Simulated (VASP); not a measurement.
Runs of VASP 6.6.1 on LiF. The structure is that of space group Fm-3m (No. 225), or close to it. The cells are those of the table. 

```tsv
level	cell	smearing	gap on the mesh (eV)
r2SCAN	a = 2.821, b = 2.821, c = 2.828 Å, angles 59.9, 59.9, 59.8°, 2 atoms	gaussian 0.01 eV	10.54
PBE	a = 2.821, b = 2.821, c = 2.828 Å, angles 59.9, 59.9, 59.8°, 2 atoms	fermi-dirac 0.02 eV	9.34
r2SCAN	a = 2.817, b = 2.817, c = 2.789 Å, angles 60.3, 60.3, 59.4°, 2 atoms	gaussian 0.01 eV	(a)
PBE	a = 2.817, b = 2.817, c = 2.789 Å, angles 60.3, 60.3, 59.4°, 2 atoms	fermi-dirac 0.02 eV	9.46
```

Alike in all rows: task single point; potentials or basis VASP PAW PBE potentials, release 64 (Li_sv, F); no spin polarisation; k mesh 10 × 10 × 10; cutoff (eV) 520.

Question: Fill in the values left out.

Answer: (a) 10.67.

A k mesh can miss the band edges.
